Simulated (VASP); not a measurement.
Input of a VASP 6.6.1 run:

Contents of INCAR:

```
SYSTEM = Si4BW
ALGO = Normal
EDIFF = 1E-6
ENCUT = 520
GGA = PE
ISIF = 2
ISMEAR = 0
LASPH = .True.
LCHARG = .False.
LREAL = .False.
LWAVE = .False.
NBANDS = 26
NELM = 60
PREC = Accurate
SIGMA = 0.1
```

File KPOINTS:

```
k-points
0
Gamma
  4 4 4
  0 0 0
```

File POSCAR:

```
Si4BW
1.0
    0.0000000000      3.3998873317      3.3998873317
    3.3998873317      0.0000000000      3.3998873317
    3.3998873317      3.3998873317      0.0000000000
Si B W
4 1 1
Direct
    0.8756104215      0.3731687355      0.8756104215
    0.8756104215      0.8756104215      0.3731687355
    0.8756104215      0.8756104215      0.8756104215
    0.3731687355      0.8756104215      0.8756104215
    0.2500000000      0.2500000000      0.2500000000
    0.5000000000      0.5000000000      0.5000000000
```

Potentials or basis: VASP PAW PBE potentials, release 64 (Si, B, W_sv).

Run with:

```sh
$ cat potpaw_PBE.64/Si/POTCAR potpaw_PBE.64/B/POTCAR potpaw_PBE.64/W_sv/POTCAR > POTCAR
$ mpirun -np 1 vasp_std > vasp.out
```

Q: What does it give for the pressure?

A: 0.0 GPa.

Q: Estimate the largest force.

A: 0.005 eV/Å.

Q: Predict the band gap on the k mesh.

A: Zero (an odd number of electrons rules out a gap without spin polarisation).

Forces on the atoms (eV/Å):
```
Si   0.003 -0.003  0.003
Si   0.003  0.003 -0.003
Si  -0.003 -0.003 -0.003
Si  -0.003  0.003  0.003
B    0.000  0.000  0.000
W    0.000  0.000  0.000
```

Caveat: the k points lie up to 0.40 Å⁻¹ apart, too coarse for converged energies and pressures of a metal; spin-orbit coupling is left out, which moves the levels of the heavy elements.
